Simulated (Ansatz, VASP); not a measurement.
## Al in VASP and in Ansatz

File INCAR:

```
PREC = Accurate
ENCUT = 520
EDIFF = 1E-7
ISMEAR = 1
SIGMA = 0.1
LREAL = F
LASPH = T
NELM = 150
ALGO = Fast
ISIF = 2
LWAVE = F
LCHARG = T
LNONCOLLINEAR = T
MAGMOM = 0.289 0.289 0.289
LORBIT = 11
GGA = PS
IVDW = 12
LVHAR = T
NBANDS = 14
```

Contents of KPOINTS:

```
regular mesh
0
Gamma
  8 8 8
```

File POSCAR:

```
Al
1.0
    0.0000000000      2.0248050000      2.0248050000
    2.0248050000      0.0000000000      2.0248050000
    2.0248050000      2.0248050000      0.0000000000
Al
1
Direct
    0.0000000000      0.0000000000      0.0000000000
```

File input.yaml:

```yaml
crystal:
  lattice:
    - [0.0, 2.024805, 2.024805]
    - [2.024805, 0.0, 2.024805]
    - [2.024805, 2.024805, 0.0]
  atoms:
    - { symbol: Al, position: [0.0, 0.0, 0.0], spin: 0.501, spin_axis: [0.57735, 0.57735, 0.57735] }
kpoints:
  mp_grid: { grid: [8, 8, 8] }
scf:
  occupations: { method: cold, width: 0.1 }
hamiltonian:
  xc: pbesol
  dispersion: d3bj
  pseudopotentials: { kind: all_electron, lapw: { basis_error: 0.001 } }
magnetization:
  noncollinear: true
output:
  forces: true
  stress: true
  eigenvalues: true
```

Alike in both runs: task single point; functional PBEsol; dispersion D3(BJ); k mesh 8 × 8 × 8; non-collinear spin.

|  | VASP | Ansatz |
| --- | --- | --- |
| version | VASP 6.6.1 | Ansatz 0.2.0 |
| potentials or method | VASP PAW PBE potentials, release 64 (Al), cutoff 520 eV | all-electron LAPW, scalar-relativistic |
| occupations | methfessel-paxton of order 1, width 0.1 eV | cold, width 0.1 eV |

|  | VASP | Ansatz | Ansatz less VASP |
| --- | --- | --- | --- |
| gap on the k mesh at the Fermi level (eV) | none | none | - |
| pressure (GPa) | -5.0 | -5.0 | -0.07 |
| net moment per atom (μB) | 0.00 | 0.00 | 0.000 |

VASP's potentials were made for PBE, not for PBEsol. A gap of «none» marks a metal or a gap that the smearing closes. Ansatz ran all-electron here, and VASP with PAW potentials.

Noted on Ansatz's run: the program listed the state as in doubt; the k mesh is thin for a metal, which can move the energy by tens of meV per atom.
